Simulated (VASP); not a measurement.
# Cu (Fm-3m) in VASP: notebook, part 2 of 2

VASP 6.6.1.

**6. Single point, LDA**

This run uses another cell than the first one, of 11.10 Å³/atom.

Input file INCAR:

```
PREC = Accurate
ENCUT = 600
EDIFF = 1E-6
ISMEAR = -1
SIGMA = 0.05
LREAL = False
LASPH = True
NELM = 120
ALGO = Normal
ISIF = 2
LWAVE = False
LCHARG = True
GGA = CA
LELF = True
LVHAR = True
NBANDS = 12
GGA_COMPAT = False
```

Input file KPOINTS:

```
Automatic mesh
0
Gamma
  13 13 13
```

Input file POSCAR:

```
Cu
1.0
    0.0000000000      1.7706018915      1.7706018915
    1.7706018915      0.0000000000      1.7706018915
    1.7706018915      1.7706018915      0.0000000000
Cu
1
Direct
    0.0000000000      0.0000000000      0.0000000000
```

Potentials or basis: VASP PAW LDA potentials, release 64 (Cu).

Started as:

```bash
cat potpaw_LDA.64/Cu/POTCAR > POTCAR
mpirun -np 1 vasp_std > vasp.out
```

OUTCAR:

```text
PREC = Accurate
   ENCUT = 600
   EDIFF = 1E-6
   ISMEAR = -1
   LREAL = False
   LASPH = True
   NELM = 120
   ISIF = 2
   GGA = CA

 ion  position               nearest neighbor table
   1  0.000  0.000  0.000-

  LATTYP: Found a face centered cubic cell.
 ALAT       =     3.5412037830

  Lattice vectors:

 A1 = (   0.0000000000,   1.7706018915,   1.7706018915)
 A2 = (   1.7706018915,   0.0000000000,   1.7706018915)
 A3 = (   1.7706018915,   1.7706018915,   0.0000000000)

Analysis of symmetry for initial positions (statically):
=====================================================================
 Subroutine PRICEL returns:
 Original cell was already a primitive cell.

 Routine SETGRP: Setting up the symmetry group for a
 face centered cubic supercell.

 Subroutine GETGRP returns: Found 48 space group operations
 (whereof 48 operations were pure point group operations)
 out of a pool of 48 trial point group operations.

The static configuration has the point symmetry O_h .

Analysis of symmetry for dynamics (positions and initial velocities):
=====================================================================
 Subroutine PRICEL returns:
 Original cell was already a primitive cell.

 Routine SETGRP: Setting up the symmetry group for a
 face centered cubic supercell.

 Subroutine GETGRP returns: Found 48 space group operations
 (whereof 48 operations were pure point group operations)
 out of a pool of 48 trial point group operations.

The dynamic configuration has the point symmetry O_h .

 Subroutine INISYM returns: Found 48 space group operations
 (whereof 48 operations are pure point group operations),
 and found     1 'primitive' translations

----------------------------------------------------------------------------------------

                                     Primitive cell

  volume of cell :      11.1018

  direct lattice vectors                    reciprocal lattice vectors
     0.000000000  1.770601891  1.770601891    -0.282389849  0.282389849  0.282389849
     1.770601891  0.000000000  1.770601891     0.282389849 -0.282389849  0.282389849
     1.770601891  1.770601891  0.000000000     0.282389849  0.282389849 -0.282389849

  length of vectors
     2.504009209  2.504009209  2.504009209     0.489113565  0.489113565  0.489113565

  position of ions in fractional coordinates (direct lattice)
     0.000000000  0.000000000  0.000000000

  ion indices of the primitive-cell ions
   primitive index   ion index
                 1           1

----------------------------------------------------------------------------------------

 KPOINTS: Automatic mesh

Automatic generation of k-mesh.
 Grid dimensions read from file:
 generate k-points for:   13   13   13

 Generating k-lattice:

  Cartesian coordinates                     Fractional coordinates (reciprocal lattice)
    -0.021722296  0.021722296  0.021722296     0.076923077  0.000000000  0.000000000
     0.021722296 -0.021722296  0.021722296     0.000000000  0.076923077  0.000000000
     0.021722296  0.021722296 -0.021722296     0.000000000  0.000000000  0.076923077

  Length of vectors
     0.037624120  0.037624120  0.037624120

  Shift w.r.t. Gamma in fractional coordinates (k-lattice)
     0.000000000  0.000000000  0.000000000

 Subroutine IBZKPT returns following result:
 ===========================================

 Found     84 irreducible k-points:

 Following reciprocal coordinates:
            Coordinates               Weight
  0.000000  0.000000  0.000000      1.000000
  0.076923  0.000000  0.000000      8.000000
  0.153846  0.000000  0.000000      8.000000
  0.230769  0.000000  0.000000      8.000000
  0.307692  0.000000  0.000000      8.000000
  0.384615  0.000000  0.000000      8.000000
[... 16 lines left out ...]
  0.384615  0.153846  0.000000     24.000000
  0.461538  0.153846  0.000000     24.000000
 [... further k-points ...]
   k-points           NKPTS =     84   k-points in BZ     NKDIM =     84   number of bands    NBANDS=     12
   number of dos      NEDOS =    301   number of ions     NIONS =      1
   total plane-waves  NPLWV =   8000
   dimension x,y,z NGX =    20 NGY =   20 NGZ =   20
   dimension x,y,z NGXF=    40 NGYF=   40 NGZF=   40
   ions per type =               1
   NGX,Y,Z   is equivalent  to a cutoff of  13.28, 13.28, 13.28 a.u.
   NGXF,Y,Z  is equivalent  to a cutoff of  26.56, 26.56, 26.56 a.u.
 SYSTEM =  unknown system
   PREC   = accura    normal or accurate (medium, high low for compatibility)
   ISTART =      0    job   : 0-new  1-cont  2-samecut
   ICHARG =      2    charge: 1-file 2-atom 10-const
   ISPIN  =      1    spin polarized calculation?
   LNONCOLLINEAR =      F non collinear calculations
   LSORBIT =      F    spin-orbit coupling
   LASPH  =      T    aspherical Exc in radial PAW
   ENCUT  =  600.0 eV  44.10 Ry    6.64 a.u.   5.00  5.00  5.00*2*pi/ulx,y,z
   NELM   =    120;   NELMIN=  2; NELMDL= -5     # of ELM steps
   EDIFF  = 0.1E-05   stopping-criterion for ELM
   LREAL  =      F    real-space projection
   EDIFFG = 0.1E-04   stopping-criterion for IOM
   NSW    =      0    number of steps for IOM
   IBRION =     -1    ionic relax: 0-MD 1-quasi-New 2-CG
   NFREE  =      0    steps in history (QN), initial steepest desc. (CG)
   ISIF   =      2    stress and relaxation
   ISYM   =      2    0-nonsym 1-usesym 2-fastsym
   POTIM  = 0.5000    time-step for ionic-motion
   TEBEG  =    0.0;   TEEND  =   0.0 temperature during run
   PSTRESS=    0.0 pullay stress
   NELECT =      11.0000    total number of electrons
   NUPDOWN=      -1.0000    fix difference up-down
   EMIN   =  10.00;   EMAX   =-10.00  energy-range for DOS
   EFERMI =   0.00;   METHOD = LEGACY
   ISMEAR =    -1;   SIGMA  =   0.05  broadening in eV -4-tet -1-fermi 0-gaus
   EFERMI_NEDOS =   21; number of points for ismear=-14 and -15
   IALGO  =     38    algorithm
   IMIX   =      4    mixing-type and parameters
     AMIX     =   0.40;   BMIX     =  1.00
     AMIX_MAG =   1.60;   BMIX_MAG =  1.00
  volume/ion in A,a.u.               =      11.10        74.92
  Fermi-wavevector in a.u.,A,eV,Ry     =   1.632080  3.084184 36.241641  2.663685
  Thomas-Fermi vector in A             =   2.724110
   LORBIT       =      0    0 simple, 1 ext, 2 COOP (PROOUT), +10 PAW based schemes
   GGA     = CA    functional components
   LHFCALC =     F    Hartree Fock is set to
   AEXX    =    0.0000 exact exchange contribution
   IVDW    =     0    specifies the selected vdW correction
   LEPSILON=     F    determine dielectric tensor
   LRPA    =     F    only Hartree local field effects (RPA)
 non-spin polarized calculation
  energy-cutoff  :      600.00
  volume of cell :       11.10
 maximum number of plane-waves:       381
   NGX =  9   NGY =  9   NGZ =  9

 number of electron      11.0000009 magnetization

 Free energy of the ion-electron system (eV)
  ---------------------------------------------------
  ext. energy  EPLUGINS =         0.00000000
  ---------------------------------------------------
  free energy    TOTEN  =        -4.70894612 eV

  energy without entropy =       -4.70629035  energy(sigma->0) =       -4.70761823

 E-fermi :   8.3263     XC(G=0): -13.4684

 val. band max:        8.1354083417   @ k =   0.4615   0.2308   0.0000
 cond. band min:       8.3388015094   @ k =   0.4615   0.3077   0.0000
 fundamental gap:      0.2033931677
 Fermi energy:         8.3262609026

 k-point     1 :       0.0000    0.0000    0.0000
  band No.  band energies     occupation
      1      -1.6895      2.00000
      2       4.8652      2.00000
      3       4.8652      2.00000
      4       4.8652      2.00000
      5       5.7866      2.00000
      6       5.7866      2.00000
      7      31.3109      0.00000
      8      34.2705      0.00000
      9      34.2705      0.00000
     10      34.2705      0.00000
     11      36.8630      0.00000
     12      36.8630      0.00000
[... 331 lines left out ...]
 k-point    24 :       0.4615    0.1538    0.0000
  band No.  band energies     occupation
      1       2.9455      2.00000
      2       4.4812      2.00000
      3       4.8799      2.00000
      4       5.1743      2.00000
      5       6.4301      2.00000
      6       7.7878      1.99996
      7      14.5289      0.00000
      8      25.6293      0.00000
      9      27.0026      0.00000
     10      29.3161      0.00000
     11      39.3200      0.00000
     12      39.4072      0.00000

 [... further k-points ...]

------------------------ aborting loop because EDIFF is reached ----------------------------------------

  FORCE on cell =-STRESS in cart. coord.  units (eV):
  Direction    XX          YY          ZZ          XY          YZ          ZX
  --------------------------------------------------------------------------------------
  -------------------------------------------------------------------------------------
  Total       -0.1871416     -0.1871416     -0.1871416      0.0000000     -0.0000000      0.0000000
  in kB      -27.0077405    -27.0077405    -27.0077405      0.0000000     -0.0000000      0.0000000
  external PRESSURE =     -27.0077405 kB  Pullay stress =       0.0000000 kB

 VOLUME and BASIS-vectors are now :
 -----------------------------------------------------------------------------
  energy-cutoff  :      600.00
  volume of cell :       11.10
      direct lattice vectors                 reciprocal lattice vectors
     0.000000000  1.770601891  1.770601891    -0.282389849  0.282389849  0.282389849
     1.770601891  0.000000000  1.770601891     0.282389849 -0.282389849  0.282389849
     1.770601891  1.770601891  0.000000000     0.282389849  0.282389849 -0.282389849

 POSITION                                       TOTAL-FORCE (eV/Angst)
 -----------------------------------------------------------------------------------
      0.00000      0.00000      0.00000        -0.000000      0.000000      0.000000
 -----------------------------------------------------------------------------------
    total drift:                                0.000000     -0.000000      0.000000

  FREE ENERGIE OF THE ION-ELECTRON SYSTEM (eV)
  ---------------------------------------------------
  free  energy   TOTEN  =        -4.7089461162 eV

  energy  without entropy=       -4.7062903474  energy(sigma->0) =       -4.70761823
```

Run time: 13 s. Hardware: 1 thread of Intel Xeon Platinum 8259CL at 2.50GHz (Skylake/Cascade Lake), shared host; peak memory 0.12 GiB.

Results:

* Free energy: -4.7089 eV
* Pressure: -2.7 GPa
* Band gap on the k mesh: zero (an odd number of electrons rules out a gap without spin polarisation)

Levels at points of the mesh, in eV from the Fermi level:
```
           k point  band 2  band 3  band 4  band 5  band 6  band 7  band 8  band 9  band 10  band 11
(0.00, 0.00, 0.00)   -3.46   -3.46   -3.46   -2.54   -2.54   22.98   25.94   25.94    25.94    28.54
```

**7. The runs side by side**

| level | potentials or basis | cell | gap on the mesh (eV) | pressure (GPa) |
| --- | --- | --- | --- | --- |
| RPBE+D3(BJ) | VASP PAW PBE potentials, release 64 (Cu) | a = 2.397 Å, angles 60.0°, 1 atom | none | 0.8 |
| revPBE+D4 | VASP PAW PBE potentials, release 64 (Cu) | a = 2.513 Å, angles 60.0°, 1 atom | none | 0.7 |
| PBE exchange alone | VASP PAW PBE potentials, release 64 (Cu) | a = 2.504 Å, angles 60.0°, 1 atom | none | 36.8 |
| PBE exchange alone | VASP PAW PBE potentials, release 64 (Cu) | a = 2.522 Å, angles 60.0°, 1 atom | none | 31.9 |
| LDA | VASP PAW LDA potentials, release 64 (Cu) | a = 2.504 Å, angles 60.0°, 1 atom | none | -2.7 |

Alike in all rows: task single point; no spin polarisation; k mesh 13 × 13 × 13; cutoff (eV) 600; smearing fermi-dirac 0.05 eV.

Caveats: the PAW data sets were made with another functional, which shifts forces and pressure a little (at least some runs); the cell stands under pressure (at least some runs).

Absolute energies hang on the potentials; compare differences alone.
